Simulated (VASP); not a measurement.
# Fe (Fmmm) in VASP: settings compared

The runs below take Fe through single point, relaxation of cell and atoms, with PBEsol, PBEsol+D4, PBEsol+D3(BJ), RPBE+D4.

Everything below comes from runs of VASP 6.6.1. Logs are shortened: lines on timing, memory, paths and dates and some standing lists are left out, and cuts for length are marked.

### Step 1. The cell of the first run

Symmetry: Fmmm, No. 69, orthorhombic system. The conventional cell has a = 2.997 Å, b = 3.883 Å, c = 3.930 Å, α = 90.00°, β = 90.00°, γ = 90.00°. Fe (site symmetry mmm) has 14 Fe at 2.45 to 3.00 Å within 3.2 Å.

### Step 2. Single point, PBEsol, collinear spin, ferromagnetic start

INCAR reads:

```
PREC = Accurate
ENCUT = 520
EDIFF = 1E-6
ISMEAR = 0
SIGMA = 0.1
LREAL = False
LASPH = True
NELM = 150
ALGO = Normal
ISIF = 2
LWAVE = False
LCHARG = False
ISPIN = 2
MAGMOM = 3
LORBIT = 11
LMAXMIX = 4
GGA = PS
NBANDS = 14
```

KPOINTS reads:

```
regular mesh
0
Gamma
  13 13 13
```

POSCAR reads:

```
Fe
1.0
    2.7626058900      0.0000000000      0.0000000000
    1.3978245357      2.0379024604      0.0000000000
    1.3647813601      0.1656589080      2.0311581831
Fe
1
Direct
    0.0000000000      0.0000000000      0.0000000000
```

Potentials or basis: VASP PAW PBE potentials, release 64 (Fe).

Started as:

```sh
$ cat potpaw_PBE.64/Fe/POTCAR > POTCAR
$ mpirun -np 1 vasp_std > vasp.out
```

OUTCAR:

```text
PREC = Accurate
   ENCUT = 520
   EDIFF = 1E-6
   ISMEAR = 0
   LREAL = False
   LASPH = True
   NELM = 150
   ISIF = 2
   ISPIN = 2
   LORBIT = 11
   GGA = PS

 ion  position               nearest neighbor table
   1  0.000  0.000  0.000-

  LATTYP: Found a face centered orthorhombic cell.
 ALAT       =     2.9968794218
 B/A-ratio  =     1.2958410511
 C/A-ratio  =     1.3114342520

  Lattice vectors:

 A1 = (   2.7626058900,   0.0000000000,   0.0000000000)
 A2 = (   1.3978245357,   2.0379024604,   0.0000000000)
 A3 = (   1.3647813601,   0.1656589080,   2.0311581831)

Analysis of symmetry for initial positions (statically):
=====================================================================
 Subroutine PRICEL returns:
 Original cell was already a primitive cell.

 Routine SETGRP: Setting up the symmetry group for a
 face centered orthorhombic supercell.

 Subroutine GETGRP returns: Found  8 space group operations
 (whereof  8 operations were pure point group operations)
 out of a pool of  8 trial point group operations.

The static configuration has the point symmetry D_2h.

Analysis of symmetry for dynamics (positions and initial velocities):
=====================================================================
 Subroutine PRICEL returns:
 Original cell was already a primitive cell.

 Routine SETGRP: Setting up the symmetry group for a
 face centered orthorhombic supercell.

 Subroutine GETGRP returns: Found  8 space group operations
 (whereof  8 operations were pure point group operations)
 out of a pool of  8 trial point group operations.

The dynamic configuration has the point symmetry D_2h.

Analysis of structural, dynamic, and magnetic symmetry:
=====================================================================
 Subroutine PRICEL returns:
 Original cell was already a primitive cell.

 Routine SETGRP: Setting up the symmetry group for a
 face centered orthorhombic supercell.

 Subroutine GETGRP returns: Found  8 space group operations
 (whereof  8 operations were pure point group operations)
 out of a pool of  8 trial point group operations.

The overall configuration has the point symmetry D_2h.

 Subroutine INISYM returns: Found  8 space group operations
 (whereof  8 operations are pure point group operations),
 and found     1 'primitive' translations

----------------------------------------------------------------------------------------

                                     Primitive cell

  volume of cell :      11.4353

  direct lattice vectors                    reciprocal lattice vectors
     2.762605890  0.000000000  0.000000000     0.361977075 -0.248284914 -0.222970796
     1.397824536  2.037902460  0.000000000     0.000000000  0.490700620 -0.040020974
     1.364781360  0.165658908  2.031158183     0.000000000  0.000000000  0.492329947

  length of vectors
     2.762605890  2.471226390  2.452687220     0.492329948  0.492329947  0.492329947

  position of ions in fractional coordinates (direct lattice)
     0.000000000  0.000000000  0.000000000

  ion indices of the primitive-cell ions
   primitive index   ion index
                 1           1

----------------------------------------------------------------------------------------

 KPOINTS: regular mesh

Automatic generation of k-mesh.
 Grid dimensions read from file:
 generate k-points for:   13   13   13

 Generating k-lattice:

  Cartesian coordinates                     Fractional coordinates (reciprocal lattice)
     0.027844390 -0.019098840 -0.017151600     0.076923077 -0.000000000 -0.000000000
     0.000000000  0.037746202 -0.003078536     0.000000000  0.076923077  0.000000000
     0.000000000  0.000000000  0.037871534     0.000000000  0.000000000  0.076923077

  Length of vectors
     0.037871534  0.037871534  0.037871534

  Shift w.r.t. Gamma in fractional coordinates (k-lattice)
     0.000000000  0.000000000  0.000000000

 Subroutine IBZKPT returns following result:
 ===========================================

 Found    343 irreducible k-points:

 Following reciprocal coordinates:
            Coordinates               Weight
  0.000000  0.000000  0.000000      1.000000
  0.076923  0.000000  0.000000      8.000000
  0.153846  0.000000  0.000000      8.000000
  0.230769  0.000000  0.000000      8.000000
  0.307692  0.000000  0.000000      8.000000
  0.384615  0.000000  0.000000      8.000000
[... 16 lines left out ...]
  0.384615  0.153846  0.000000      8.000000
  0.461538  0.153846  0.000000      8.000000
 [... further k-points ...]
   k-points           NKPTS =    343   k-points in BZ     NKDIM =    343   number of bands    NBANDS=     14
   number of dos      NEDOS =    301   number of ions     NIONS =      1
   total plane-waves  NPLWV =   7776
   dimension x,y,z NGX =    24 NGY =   18 NGZ =   18
   dimension x,y,z NGXF=    48 NGYF=   36 NGZF=   36
   ions per type =               1
   NGX,Y,Z   is equivalent  to a cutoff of  14.44, 12.11, 12.20 a.u.
   NGXF,Y,Z  is equivalent  to a cutoff of  28.89, 24.22, 24.40 a.u.
 SYSTEM =  unknown system
   PREC   = accura    normal or accurate (medium, high low for compatibility)
   ISTART =      0    job   : 0-new  1-cont  2-samecut
   ICHARG =      2    charge: 1-file 2-atom 10-const
   ISPIN  =      2    spin polarized calculation?
   LNONCOLLINEAR =      F non collinear calculations
   LSORBIT =      F    spin-orbit coupling
   LASPH  =      T    aspherical Exc in radial PAW
   ENCUT  =  520.0 eV  38.22 Ry    6.18 a.u.   5.14  4.59  4.56*2*pi/ulx,y,z
   NELM   =    150;   NELMIN=  2; NELMDL= -5     # of ELM steps
   EDIFF  = 0.1E-05   stopping-criterion for ELM
   LREAL  =      F    real-space projection
   EDIFFG = 0.1E-04   stopping-criterion for IOM
   NSW    =      0    number of steps for IOM
   IBRION =     -1    ionic relax: 0-MD 1-quasi-New 2-CG
   NFREE  =      0    steps in history (QN), initial steepest desc. (CG)
   ISIF   =      2    stress and relaxation
   ISYM   =      2    0-nonsym 1-usesym 2-fastsym
   POTIM  = 0.5000    time-step for ionic-motion
   TEBEG  =    0.0;   TEEND  =   0.0 temperature during run
   PSTRESS=    0.0 pullay stress
   NELECT =       8.0000    total number of electrons
   NUPDOWN=      -1.0000    fix difference up-down
   EMIN   =  10.00;   EMAX   =-10.00  energy-range for DOS
   EFERMI =   0.00;   METHOD = LEGACY
   ISMEAR =     0;   SIGMA  =   0.10  broadening in eV -4-tet -1-fermi 0-gaus
   EFERMI_NEDOS =   21; number of points for ismear=-14 and -15
   IALGO  =     38    algorithm
   IMIX   =      4    mixing-type and parameters
     AMIX     =   0.40;   BMIX     =  1.00
     AMIX_MAG =   1.60;   BMIX_MAG =  1.00
  volume/ion in A,a.u.               =      11.44        77.17
  Fermi-wavevector in a.u.,A,eV,Ry     =   1.453303  2.746344 28.736719  2.112089
  Thomas-Fermi vector in A             =   2.570585
   LORBIT       =     11    0 simple, 1 ext, 2 COOP (PROOUT), +10 PAW based schemes
   GGA     = PS    functional components
   LHFCALC =     F    Hartree Fock is set to
   AEXX    =    0.0000 exact exchange contribution
   IVDW    =     0    specifies the selected vdW correction
   LEPSILON=     F    determine dielectric tensor
   LRPA    =     F    only Hartree local field effects (RPA)
 spin polarized calculation
 Gauss-broadening in eV      SIGMA  =   0.10
  energy-cutoff  :      520.00
  volume of cell :       11.44
 maximum number of plane-waves:       337
 NGX is ok and might be reduce to    24
   NGX = 11   NGY =  9   NGZ =  9

 number of electron       8.0000000 magnetization       2.1998127

 Free energy of the ion-electron system (eV)
  ---------------------------------------------------
  ext. energy  EPLUGINS =         0.00000000
  ---------------------------------------------------
  free energy    TOTEN  =        -8.87884451 eV

  energy without entropy =       -8.87271929  energy(sigma->0) =       -8.87578190

 E-fermi :   5.6316     XC(G=0): -13.2393

 val. band max:        5.6302733067   @ k =   0.3846   0.0000   0.3846
 cond. band min:       5.6352708987   @ k =  -0.2308   0.3077   0.3846
 fundamental gap:      0.0049975920
 Fermi energy:         5.6315878697

 spin component 1

 k-point     1 :       0.0000    0.0000    0.0000
  band No.  band energies     occupation
      1      -2.8818      1.00000
      2       3.1555      1.00000
      3       3.2477      1.00000
      4       3.5862      1.00000
      5       4.3167      1.00000
      6       4.7119      1.00000
      7      29.3854      0.00000
      8      30.8636      0.00000
      9      31.1234      0.00000
     10      35.0588      0.00000
     11      36.1210      0.00000
     12      36.3760      0.00000
     13      36.8800      0.00000
     14      36.9678      0.00000

 k-point     2 :       0.0769    0.0000    0.0000
  band No.  band energies     occupation
      1      -2.6441      1.00000
      2       3.1689      1.00000
      3       3.2571      1.00000
      4       3.6269      1.00000
      5       4.2801      1.00000
      6       4.6842      1.00000
      7      28.3918      0.00000
      8      30.0733      0.00000
      9      30.8094      0.00000
     10      34.2189      0.00000
     11      35.2196      0.00000
     12      35.8701      0.00000
     13      36.3713      0.00000
     14      38.6778      0.00000
[... 343 lines left out ...]
      1       0.6625      1.00000
      2       2.6163      1.00000
      3       2.8163      1.00000
      4       4.2549      1.00000
      5       4.9453      1.00000
      6       5.7349      0.07201
      7      18.4416      0.00000
      8      22.1691      0.00000
      9      26.5267      0.00000
     10      31.0397      0.00000
     11      34.6078      0.00000
     12      37.9833      0.00000
     13      41.7941      0.00000
     14      44.5733      0.00000

 k-point    24 :       0.4615    0.1538    0.0000
  band No.  band energies     occupation
      1       1.1059      1.00000
      2       2.4692      1.00000
      3       3.2340      1.00000
      4       4.3252      1.00000
      5       5.0648      1.00000
      6       6.8857      0.00000
      7      15.3075      0.00000
      8      21.1248      0.00000
      9      25.7633      0.00000
     10      31.4188      0.00000
     11      34.6844      0.00000
     12      38.1111      0.00000
     13      44.4429      0.00000
     14      46.0808      0.00000

 [... further k-points ...]

 spin component 2

 k-point     1 :       0.0000    0.0000    0.0000
  band No.  band energies     occupation
      1      -2.6234      1.00000
      2       5.0188      1.00000
      3       5.1641      1.00000
      4       5.6477      0.40991
      5       6.8486      0.00000
      6       7.4449      0.00000
      7      29.2678      0.00000
      8      30.7977      0.00000
      9      31.0893      0.00000
     10      35.4916      0.00000
     11      36.2729      0.00000
     12      37.3663      0.00000
     13      37.6025      0.00000
     14      37.6862      0.00000

 k-point     2 :       0.0769    0.0000    0.0000
  band No.  band energies     occupation
      1      -2.3844      1.00000
      2       5.0297      1.00000
      3       5.1718      1.00000
      4       5.6834      0.23186
      5       6.7989      0.00000
      6       7.4102      0.00000
      7      28.5007      0.00000
      8      30.0753      0.00000
      9      30.8542      0.00000
     10      34.7767      0.00000
     11      35.8051      0.00000
     12      36.6098      0.00000
     13      36.7800      0.00000
     14      39.4605      0.00000
[... 343 lines left out ...]
      1       1.2449      1.00000
      2       4.3277      1.00000
      3       4.5057      1.00000
      4       6.6933      0.00000
      5       7.5454      0.00000
      6       7.7653      0.00000
      7      19.2737      0.00000
      8      22.7795      0.00000
      9      27.1380      0.00000
     10      31.3030      0.00000
     11      35.0753      0.00000
     12      38.5300      0.00000
     13      42.2803      0.00000
     14      44.9429      0.00000

 k-point    24 :       0.4615    0.1538    0.0000
  band No.  band energies     occupation
      1       2.1413      1.00000
      2       4.2413      1.00000
      3       4.5723      1.00000
      4       6.7261      0.00000
      5       7.6345      0.00000
      6       8.6955      0.00000
      7      16.3293      0.00000
      8      21.7439      0.00000
      9      26.3166      0.00000
     10      31.7185      0.00000
     11      35.1519      0.00000
     12      38.6806      0.00000
     13      44.6922      0.00000
     14      46.7275      0.00000

 [... further k-points ...]
[... 5 lines left out ...]
  --------------------------------------------------------------------------------------
  -------------------------------------------------------------------------------------
  Total       -0.5613531     -0.8503766     -0.8067531     -0.0315031     -0.2674358      0.0341770
  in kB      -78.6503403   -119.1449980   -113.0329737     -4.4138505    -37.4700292      4.7884944
  external PRESSURE =    -103.6094374 kB  Pullay stress =       0.0000000 kB

 VOLUME and BASIS-vectors are now :
 -----------------------------------------------------------------------------
  energy-cutoff  :      520.00
  volume of cell :       11.44
      direct lattice vectors                 reciprocal lattice vectors
     2.762605890  0.000000000  0.000000000     0.361977075 -0.248284914 -0.222970796
     1.397824536  2.037902460  0.000000000     0.000000000  0.490700620 -0.040020974
     1.364781360  0.165658908  2.031158183     0.000000000  0.000000000  0.492329947

 POSITION                                       TOTAL-FORCE (eV/Angst)
 -----------------------------------------------------------------------------------
      0.00000      0.00000      0.00000         0.000000      0.000000      0.000000
 -----------------------------------------------------------------------------------
    total drift:                                0.000000      0.000000     -0.000000

  FREE ENERGIE OF THE ION-ELECTRON SYSTEM (eV)
  ---------------------------------------------------
  free  energy   TOTEN  =        -8.8788445102 eV

  energy  without entropy=       -8.8727192921  energy(sigma->0) =       -8.87578190

 total charge

# of ion       s       p       d       tot
------------------------------------------
    1        0.487   0.538   6.234   7.260

 magnetization (x)

# of ion       s       p       d       tot
------------------------------------------
    1       -0.014  -0.049   2.253   2.190
```

It took 1.8 min on 1 thread of Intel Xeon 8259CL, shared host; peak memory 0.2 GiB.

What came out:

```
Free energy                                           : -8.8788 eV
Pressure                                              : -10.4 GPa
Net moment                                            : 2.20 μB per cell
Site moments                                          : Fe +2.19 μB
Valence electrons inside the program's atomic spheres : Fe 7.26
```

Caveat: the cell stands under tension; the PAW data sets were made with another functional, which shifts forces and pressure a little.

### Step 3. Relaxation of cell and atoms, PBEsol+D4, collinear spin, ferromagnetic start

INCAR reads:

```
SYSTEM = Fe
  ALGO = Fast
  EDIFF = 1E-6
  EDIFFG = -0.01
  ENCUT = 600
  GGA = PS
  IBRION = 2
  ISIF = 3
  ISMEAR = -1
  ISPIN = 2
  IVDW = 13
  LASPH = .TRUE.
  LCHARG = .FALSE.
  LMAXMIX = 4
  LORBIT = 11
  LREAL = .FALSE.
  LWAVE = .FALSE.
  MAGMOM = 3
  NELM = 150
  NSW = 60
  PREC = Accurate
  SIGMA = 0.05
```

KPOINTS reads:

```
k-points
0
G
  13 13 13
  0 0 0
```

POSCAR reads:

```
Fe
1.0
    0.0000000000      1.9417396906      1.9651051623
    1.4984397099      0.0000000000      1.9651051623
    1.4984397099      1.9417396906      0.0000000000
Fe
1
Direct
    0.0000000000      0.0000000000      0.0000000000
```

Potentials or basis: VASP PAW PBE potentials, release 64 (Fe).

Started as:

```sh
$ cat potpaw_PBE.64/Fe/POTCAR > POTCAR
$ mpirun -np 1 vasp_std > vasp.out
```

Run time: 4.4 min. Hardware: 1 thread of Intel Xeon Platinum 8375C at 2.90GHz (Ice Lake), shared host; peak memory 0.23 GiB.

It converged, with:

```yaml
Free_energy: -9.1366 eV
Relaxed_volume: 10.65 Å³/atom
Relaxed_cell: a = 2.771 Å, b = 2.401 Å, c = 2.400 Å, α = 70.50°, β = 54.76°, γ = 54.74°
Space_group_after_relaxing_to_0.1_Å: Im-3m (No. 229)
Energy_gained_by_relaxing: 54.2 meV/atom
Ionic_steps: 11
Pressure_after_relaxing: 0.0 GPa
Net_moment: 2.05 μB per cell
Site_moments: Fe +2.03 μB
Valence_electrons_inside_the_program's_atomic_spheres: Fe 7.42
Dispersion_energy_per_atom: -0.216 eV
```

Stress tensor (GPa, compression positive):
```
-0.10  0.00  0.00
 0.00  0.10  0.00
 0.00  0.00 -0.10
```

The path:
| step | energy change (eV) | largest force (eV/Å) | pressure (GPa) | volume (Å³) |
| --- | --- | --- | --- | --- |
| 1 | 0.0000 | 0.0000 | -12.83 | 11.44 |
| 2 | -0.0085 | 0.0000 | 18.35 | 9.98 |
| 3 | -0.0397 | 0.0000 | 1.24 | 10.61 |
| 4 | -0.0501 | 0.0000 | 1.55 | 10.59 |
| 5 | -0.0533 | 0.0000 | 2.10 | 10.56 |
| 6 | -0.0534 | 0.0000 | 2.09 | 10.55 |
| 7 | -0.0530 | 0.0000 | -2.72 | 10.78 |
| 8 | -0.0541 | 0.0000 | -0.10 | 10.65 |
| 9 | -0.0541 | 0.0000 | -0.06 | 10.65 |
| 10 | -0.0542 | 0.0000 | 0.06 | 10.65 |
| 11 | -0.0542 | 0.0000 | -0.03 | 10.65 |

Final structure:
```xyz
1
Lattice="0.0000 1.9587 1.9596 1.3870 0.0000 1.9596 1.3870 1.9587 0.0000" Properties=species:S:1:pos:R:3 pbc="T T T"
Fe    0.0000    0.0000    0.0000
```

Levels at points of the mesh, in eV from the Fermi level:
Spin up:
| k point | band 2 | band 3 | band 4 | band 5 | band 6 | band 7 | band 8 | band 9 |
| --- | --- | --- | --- | --- | --- | --- | --- | --- |
| (0.00, 0.00, 0.00) | -2.49 | -2.48 | -2.48 | -1.10 | -1.09 | 25.48 | 25.50 | 25.52 |
Spin down:
| k point | band 1 | band 2 | band 3 | band 4 | band 5 | band 6 |
| --- | --- | --- | --- | --- | --- | --- |
| (0.00, 0.00, 0.00) | -8.71 | -0.72 | -0.71 | -0.70 | 1.43 | 1.44 |

Caveat: the PAW data sets were made with another functional, which shifts forces and pressure a little.

(Part 1 of 2 ends here.)
